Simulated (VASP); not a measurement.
# Te2Mo in VASP: further runs, part 2 of 2

VASP 6.6.1. Earlier steps stand in the parts before.

### 6 Single point, PBE+D3(BJ)

This run uses another cell than the first one, of 124.26 Å³/atom, 1.054 times its volume.

The input, INCAR:

```
SYSTEM = Te2Mo
PREC     = Accurate       ! precision mode
ENCUT    = 520            ! plane-wave cutoff, eV
EDIFF    = 1E-6           ! SCF threshold, eV
ISMEAR   = 0              ! smearing method
SIGMA    = 0.02           ! smearing width, eV
LREAL    = .False.        ! projectors in reciprocal space
LASPH    = .True.         ! aspherical terms in the spheres
NELM     = 100            ! most SCF steps
ALGO     = Normal         ! electronic algorithm
ISIF     = 2              ! what is computed and relaxed
LWAVE    = .False.        ! write WAVECAR
LCHARG   = .False.        ! write CHGCAR
LDIPOL   = .True.       
IDIPOL   = 3            
DIPOL    = 0.5 0.5 0.500
GGA      = PE             ! functional
IVDW     = 12             ! dispersion correction
NBANDS   = 20             ! bands
```

The input, KPOINTS:

```
Automatic mesh
0
Gamma
  9 9 1
  0 0 0
```

The input, POSCAR:

```
Te2Mo
1.0
    3.5970000000      0.0000000000      0.0000000000
   -1.7985000000      3.1150933774      0.0000000000
    0.0000000000      0.0000000000     33.2698832047
Te Mo
2 1
Direct
    0.3333333333      0.6666666667      0.4510668556
    0.3333333333      0.6666666667      0.5489331444
    0.6666666667      0.3333333333      0.5000000000
```

Potentials or basis: VASP PAW PBE potentials, release 64 (Te, Mo_sv).

Launch:

```
cat potpaw_PBE.64/Te/POTCAR potpaw_PBE.64/Mo_sv/POTCAR > POTCAR
mpirun -np 1 vasp_std > vasp.out
```

OUTCAR:

```text
SYSTEM = Te2Mo
   PREC = Accurate
   ENCUT = 520
   EDIFF = 1E-6
   ISMEAR = 0
   LREAL = .False.
   LASPH = .True.
   NELM = 100
   ISIF = 2
   GGA = PE
   IVDW = 12
 IVDW          = 12

 ion  position               nearest neighbor table
   1  0.333  0.667  0.451-   3 2.64   3 2.64   3 2.64   2 3.26
   2  0.333  0.667  0.549-   3 2.64   3 2.64   3 2.64   1 3.26
   3  0.667  0.333  0.500-   1 2.64   2 2.64   1 2.64   2 2.64   1 2.64   2 2.64

  LATTYP: Found a hexagonal cell.
 ALAT       =     3.5970000000
 C/A-ratio  =     9.2493420085

  Lattice vectors:

 A1 = (   3.5970000000,   0.0000000000,   0.0000000000)
 A2 = (  -1.7985000000,   3.1150933774,   0.0000000000)
 A3 = (   0.0000000000,   0.0000000000,  33.2698832047)

Analysis of symmetry for initial positions (statically):
=====================================================================
 Subroutine PRICEL returns:
 Original cell was already a primitive cell.

 Routine SETGRP: Setting up the symmetry group for a
 hexagonal supercell.

 Subroutine GETGRP returns: Found 12 space group operations
 (whereof 12 operations were pure point group operations)
 out of a pool of 24 trial point group operations.

The static configuration has the point symmetry D_3h.

Analysis of symmetry for dynamics (positions and initial velocities):
=====================================================================
 Subroutine PRICEL returns:
 Original cell was already a primitive cell.

 Routine SETGRP: Setting up the symmetry group for a
 hexagonal supercell.

 Subroutine GETGRP returns: Found 12 space group operations
 (whereof 12 operations were pure point group operations)
 out of a pool of 24 trial point group operations.

The dynamic configuration has the point symmetry D_3h.

 Subroutine INISYM returns: Found 12 space group operations
 (whereof 12 operations are pure point group operations),
 and found     1 'primitive' translations

----------------------------------------------------------------------------------------

                                     Primitive cell

  volume of cell :     372.7887

  direct lattice vectors                    reciprocal lattice vectors
     3.597000000  0.000000000  0.000000000     0.278009452  0.160508832  0.000000000
    -1.798500000  3.115093377  0.000000000     0.000000000  0.321017664  0.000000000
     0.000000000  0.000000000 33.269883205     0.000000000  0.000000000  0.030057214

  length of vectors
     3.597000000  3.597000000 33.269883205     0.321017664  0.321017664  0.030057214

  position of ions in fractional coordinates (direct lattice)
     0.333333333  0.666666667  0.451066856
     0.333333333  0.666666667  0.548933144
     0.666666667  0.333333333  0.500000000

  ion indices of the primitive-cell ions
   primitive index   ion index
                 1           1
                 2           2
                 3           3

----------------------------------------------------------------------------------------

 KPOINTS: Automatic mesh

Automatic generation of k-mesh.
 Grid dimensions read from file:
 generate k-points for:    9    9    1

 Generating k-lattice:

[... 22 lines left out ...]
  0.444444  0.000000  0.000000      6.000000
  0.111111  0.111111  0.000000      6.000000
  0.222222  0.111111  0.000000     12.000000
  0.333333  0.111111  0.000000     12.000000
  0.444444  0.111111  0.000000      6.000000
  0.222222  0.222222  0.000000      6.000000
  0.333333  0.222222  0.000000     12.000000
  0.333333  0.333333  0.000000      2.000000
   k-points           NKPTS =     12   k-points in BZ     NKDIM =     12   number of bands    NBANDS=     20
   number of dos      NEDOS =    301   number of ions     NIONS =      3
   total plane-waves  NPLWV = 196000
   dimension x,y,z NGX =    28 NGY =   28 NGZ =  250
   dimension x,y,z NGXF=    56 NGYF=   56 NGZF=  500
   ions per type =               2   1
   NGX,Y,Z   is equivalent  to a cutoff of  12.94, 12.94, 12.49 a.u.
   NGXF,Y,Z  is equivalent  to a cutoff of  25.88, 25.88, 24.98 a.u.
 SYSTEM =  Te2Mo
   PREC   = accura    normal or accurate (medium, high low for compatibility)
   ISTART =      0    job   : 0-new  1-cont  2-samecut
   ICHARG =      2    charge: 1-file 2-atom 10-const
   ISPIN  =      1    spin polarized calculation?
   LNONCOLLINEAR =      F non collinear calculations
   LSORBIT =      F    spin-orbit coupling
   LASPH  =      T    aspherical Exc in radial PAW
   ENCUT  =  520.0 eV  38.22 Ry    6.18 a.u.   6.69  6.69 61.86*2*pi/ulx,y,z
   NELM   =    100;   NELMIN=  2; NELMDL= -5     # of ELM steps
   EDIFF  = 0.1E-05   stopping-criterion for ELM
   LREAL  =      F    real-space projection
   EDIFFG = 0.1E-04   stopping-criterion for IOM
   NSW    =      0    number of steps for IOM
   IBRION =     -1    ionic relax: 0-MD 1-quasi-New 2-CG
   NFREE  =      0    steps in history (QN), initial steepest desc. (CG)
   ISIF   =      2    stress and relaxation
   ISYM   =      2    0-nonsym 1-usesym 2-fastsym
   POTIM  = 0.5000    time-step for ionic-motion
   TEBEG  =    0.0;   TEEND  =   0.0 temperature during run
   PSTRESS=    0.0 pullay stress
   NELECT =      26.0000    total number of electrons
   NUPDOWN=      -1.0000    fix difference up-down
   EMIN   =  10.00;   EMAX   =-10.00  energy-range for DOS
   EFERMI =   0.00;   METHOD = LEGACY
   ISMEAR =     0;   SIGMA  =   0.02  broadening in eV -4-tet -1-fermi 0-gaus
   EFERMI_NEDOS =   21; number of points for ismear=-14 and -15
   IALGO  =     38    algorithm
   IMIX   =      4    mixing-type and parameters
     AMIX     =   0.40;   BMIX     =  1.00
     AMIX_MAG =   1.60;   BMIX_MAG =  1.00
  volume/ion in A,a.u.               =     124.26       838.57
  Fermi-wavevector in a.u.,A,eV,Ry     =   0.673873  1.273436  6.178480  0.454105
  Thomas-Fermi vector in A             =   1.750423
   LORBIT       =      0    0 simple, 1 ext, 2 COOP (PROOUT), +10 PAW based schemes
   GGA     = PE    functional components
   LHFCALC =     F    Hartree Fock is set to
   AEXX    =    0.0000 exact exchange contribution
   IVDW    =    12    specifies the selected vdW correction
   LEPSILON=     F    determine dielectric tensor
   LRPA    =     F    only Hartree local field effects (RPA)
 non-spin polarized calculation
 Gauss-broadening in eV      SIGMA  =   0.02
  energy-cutoff  :      520.00
  volume of cell :      372.79
 maximum number of plane-waves:     10131
 NGX is ok and might be reduce to    28
   NGX = 13   NGY = 13   NGZ =123

 number of electron      26.0000001 magnetization

 dipolmoment           0.000000      0.000000      0.000000 electrons x Angstroem

 Free energy of the ion-electron system (eV)
  ---------------------------------------------------
  ext. energy  EPLUGINS =         0.00000000
  ---------------------------------------------------
  free energy    TOTEN  =       -17.59006570 eV

  energy without entropy =      -17.59006570  energy(sigma->0) =      -17.59006570

 E-fermi :  -2.3299     XC(G=0):  -2.4315

 val. band max:       -2.4819355097   @ k =   0.0000   0.0000   0.0000
 cond. band min:      -1.9837375429   @ k =   0.3333   0.3333   0.0000
 fundamental gap:      0.4981979668
 Fermi energy:        -2.3298748416

 k-point     1 :       0.0000    0.0000    0.0000
  band No.  band energies     occupation
      1     -63.1399      2.00000
      2     -37.2827      2.00000
      3     -37.2827      2.00000
      4     -37.2754      2.00000
      5     -15.3913      2.00000
      6     -13.8565      2.00000
[... 265 lines left out ...]
     19       3.2515      0.00000
     20       5.2180      0.00000

------------------------ aborting loop because EDIFF is reached ----------------------------------------

 vacuum level on the upper side and lower side of the slab       (xc-potential included)        -0.119        -0.119

 Edisp (eV)   -1.18920

 E8    (eV) :    -0.5817

  FORCE on cell =-STRESS in cart. coord.  units (eV):
  Direction    XX          YY          ZZ          XY          YZ          ZX
  --------------------------------------------------------------------------------------
  -------------------------------------------------------------------------------------
  Total       1.54423     1.54423     8.57480     0.00000     0.00000     0.00000
  in kB       6.63682     6.63682    36.85291     0.00000     0.00000     0.00000
  external pressure =       16.71 kB  Pullay stress =        0.00 kB

 VOLUME and BASIS-vectors are now :
 -----------------------------------------------------------------------------
  energy-cutoff  :      520.00
  volume of cell :      372.79
      direct lattice vectors                 reciprocal lattice vectors
     3.597000000  0.000000000  0.000000000     0.278009452  0.160508832  0.000000000
    -1.798500000  3.115093377  0.000000000     0.000000000  0.321017664  0.000000000
     0.000000000  0.000000000 33.269883205     0.000000000  0.000000000  0.030057214

 POSITION                                       TOTAL-FORCE (eV/Angst)
 -----------------------------------------------------------------------------------
     -0.00000      2.07673     15.00694         0.000000     -0.000000     -2.637045
     -0.00000      2.07673     18.26294         0.000000      0.000000      2.637045
      1.79850      1.03836     16.63494        -0.000000     -0.000000      0.000000
 -----------------------------------------------------------------------------------
    total drift:                               -0.000000      0.000000      0.000000

  FREE ENERGIE OF THE ION-ELECTRON SYSTEM (eV)
  ---------------------------------------------------
  free  energy   TOTEN  =       -18.7792618853 eV

  energy  without entropy=      -18.7792618853  energy(sigma->0) =      -18.77926189

 vacuum level on the upper side and lower side of the slab         2.529         2.529
```

It took 2.6 min on 1 thread of AMD EPYC 9R45 (Zen 5), shared host; peak memory 0.44 GiB.

Results:

```yaml
Free_energy: -18.7793 eV
Largest_force: 2.637 eV/Å
Band_gap_on_the_k_mesh: 0.50 eV, indirect (least direct gap 0.78 eV)
Dispersion_energy_per_atom: -0.396 eV
```

Forces in eV/Å, atoms in the order of the input:
```
Te   0.000  0.000 -2.637
Te   0.000  0.000  2.637
Mo   0.000  0.000  0.000
```

Caveat: spin-orbit coupling is left out, which moves the levels of the heavy elements.
